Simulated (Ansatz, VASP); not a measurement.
# BN in VASP and in Ansatz

Contents of INCAR:

```
  PREC = Accurate
  ENCUT = 520
  EDIFF = 1E-7
  ISMEAR = 0
  SIGMA = 0.02
  LREAL = False
  LASPH = True
  NELM = 80
  ALGO = Normal
  ISIF = 2
  LWAVE = False
  LCHARG = True
  GGA = PS
  LELF = True
  LVHAR = True
  NBANDS = 11
```

KPOINTS

```
Automatic mesh
0
Gamma
  14 14 14
```

Contents of POSCAR:

```
BN
1.0
    2.5080409239      0.0000000000      0.0000000000
   -1.2467107647      2.1762310413      0.0000000000
   -0.6306650796     -1.0881155206      3.0225400000
B N
1 1
Direct
    0.9796430000      0.9834990000      0.0018060000
    0.5652727131      0.2867653952      0.9848898203
```

Input for Ansatz:

```yaml
crystal:
  lattice:
    - [2.5080409239, 0.0, 0.0]
    - [-1.2467107647, 2.1762310413, 0.0]
    - [-0.6306650796, -1.0881155206, 3.02254]
  atoms:
    - { symbol: B, position: [0.979643, 0.983499, 0.001806] }
    - { symbol: "N", position: [0.5652727131, 0.2867653952, 0.9848898203] }
basis:
  ecutwfc: 420
kpoints:
  mp_grid: { grid: [14, 14, 14] }
hamiltonian:
  xc: pbesol
scf:
  occupations: { method: gaussian, width: 0.02 }
output:
  forces: true
  stress: true
  eigenvalues: true
  populations: true
```

Change from the starting cell: one atom moved.

Alike in both runs: task single point; functional PBEsol; k mesh 14 × 14 × 14; occupations gaussian, width 0.02 eV; no spin polarisation.

|  | VASP | Ansatz |
| --- | --- | --- |
| version | VASP 6.6.1 | Ansatz 0.2.0 |
| potentials or method | VASP PAW PBE potentials, release 64 (B, N), cutoff 520 eV | scalar-relativistic, plane waves, PAW |
| valence electrons in the cell | 8 | 8 |

|  | VASP | Ansatz | Ansatz less VASP |
| --- | --- | --- | --- |
| gap on the k mesh at the Fermi level (eV) | 3.11 | 3.12 | +0.011 |
| least direct gap on the mesh (eV) | 4.10 | 4.11 | +0.011 |
| pressure (GPa) | 12.0 | 11.8 | -0.20 |
| traceless stress, the component that is largest in VASP (GPa) | 24.02 | 23.84 | -0.175 |
| rms of the force components (eV/Å) | 4.701 | 4.697 | -0.0042 |

VASP's potentials were made for PBE, not for PBEsol. Atom by atom the forces differ by 0.004 eV/Å (rms over components).
